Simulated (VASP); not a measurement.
Wanted: the native input for a VASP 6.6.1 run.

* Task: single point
* Functional: PBE
* Potentials or basis: VASP PAW PBE potentials, release 64 (Ta_pv, Sb, Se)
* Cutoff: 520 eV
* k mesh: 6 × 6 × 4
* Occupations: gaussian, width 0.1 eV
* Spin: no spin polarisation
* Dipole correction: no
* Further INCAR settings: ALGO = Normal; EDIFF = 1e-07; NBANDS = 18

The structure of TaSbSe lies in POSCAR:

```
TaSbSe
1.0
    3.6413709542      0.0000000000      0.0000000000
    0.0000000000      3.6413709542      0.0000000000
    0.0000000000      0.0000000000      5.6131814690
Ta Sb Se
1 1 1
Direct
    0.0000000000      0.0000000000      0.0000000000
    0.0000000000      0.0000000000      0.5000000000
    0.5000000000      0.5000000000      0.0000000000
```

One way to write it, as run:

INCAR

```
SYSTEM = TaSbSe
PREC = Accurate ; ENCUT = 520
EDIFF = 1E-7 ; ISMEAR = 0
SIGMA = 0.1 ; LREAL = .FALSE.
LASPH = .TRUE. ; NELM = 80
ALGO = Normal ; ISIF = 2
LWAVE = .FALSE. ; LCHARG = .FALSE.
GGA = PE ; NBANDS = 18
```

KPOINTS

```
Automatic mesh
0
G
  6 6 4
  0 0 0
```

Potentials or basis: VASP PAW PBE potentials, release 64 (Ta_pv, Sb, Se).

Launch:

```sh
$ cat potpaw_PBE.64/Ta_pv/POTCAR potpaw_PBE.64/Sb/POTCAR potpaw_PBE.64/Se/POTCAR > POTCAR
$ mpirun -np 1 vasp_std > vasp.out
```

Results of the run:

```yaml
Pressure: -0.2 GPa
Band_gap_on_the_k_mesh: zero (band 11 reaches 6.32 eV, above the bottom of band 12 at 4.36 eV)
```

Caveat: spin-orbit coupling is left out, which moves the levels of the heavy elements.

It took 22 s on 1 thread of AMD EPYC 9R45 (Zen 5), on a shared host, peak memory 0.17 GiB.
